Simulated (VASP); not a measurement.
Set up this calculation in VASP 6.6.1, as the native input.

- Task: single point
- Functional: PBE
- Potentials or basis: VASP PAW PBE potentials, release 64 (Ge_d, H)
- Cutoff: 410 eV
- k mesh: 3 × 3 × 1
- Occupations: gaussian, width 0.05 eV
- Spin: no spin polarisation
- Dipole correction: yes
- Further INCAR settings: ALGO = Normal; EDIFF = 1e-06; NBANDS = 164; NELMDL = -8

The structure of Ge5H2 lies in POSCAR:

```
Ge5H2
1.0
    8.1473826809      0.0000000000      0.0000000000
    0.0000000000      8.1473826809      0.0000000000
    0.0000000000      0.0000000000     19.5175094652
Ge H
20 8
Direct
    0.5000000000      0.5000000000      0.2513865784
    0.5000000000      0.0000000000      0.2513865784
    0.0000000000      0.5000000000      0.2513865784
    0.0000000000      0.0000000000      0.2513865784
    0.7500000000      0.5000000000      0.3251801834
    0.7500000000      0.0000000000      0.3251801834
    0.2500000000      0.5000000000      0.3251801834
    0.2500000000      0.0000000000      0.3251801834
    0.7581790246      0.7489849981      0.4024000604
    0.7581790246      0.2510150019      0.4024000604
    0.2369410528      0.7483076257      0.3966185869
    0.2369410528      0.2516923743      0.3966185869
    0.0077551199      0.7447712826      0.4821395942
    0.0077551199      0.2552287174      0.4821395942
    0.4958364044      0.7484433122      0.4745519371
    0.4958364044      0.2515566878      0.4745519371
    0.0599277986      0.0000000000      0.5553234273
    0.0595036355      0.5000000000      0.5663904131
    0.3499009306      0.0000000000      0.5125364634
    0.3508610448      0.5000000000      0.5168315620
    0.5083944213      0.6502083350      0.2033868863
    0.5083944213      0.3497916650      0.2033868863
    0.5083944213      0.1502083350      0.2033868863
    0.5083944213     -0.1502083350      0.2033868863
   -0.0083944213      0.3497916650      0.2033868863
   -0.0083944213      0.6502083350      0.2033868863
   -0.0083944213     -0.1502083350      0.2033868863
   -0.0083944213      0.1502083350      0.2033868863
```

The input as run:

INCAR

```
ALGO = Normal
DIPOL = 0.5 0.5 0.343
EDIFF = 1E-6
ENCUT = 410
GGA = PE
GGA_COMPAT = False
IDIPOL = 3
ISIF = 2
ISMEAR = 0
LASPH = True
LCHARG = False
LDIPOL = True
LREAL = False
LWAVE = False
NBANDS = 164
NELM = 120
NELMDL = -8
PREC = Accurate
SIGMA = 0.05
```

KPOINTS

```
k-points
0
Gamma
  3 3 1
```

Potentials or basis: VASP PAW PBE potentials, release 64 (Ge_d, H).

Run with:

```console
$ cat potpaw_PBE.64/Ge_d/POTCAR potpaw_PBE.64/H/POTCAR > POTCAR
$ mpirun -np 1 vasp_std > vasp.out
```

Results of the run:

* Largest force: 0.714 eV/Å
* Band gap on the k mesh: 0.46 eV

It took 39 min on 1 thread of Intel(R) Xeon(R) Platinum 8488C (Sapphire Rapids), with other jobs on the host, peak memory 1 GiB.
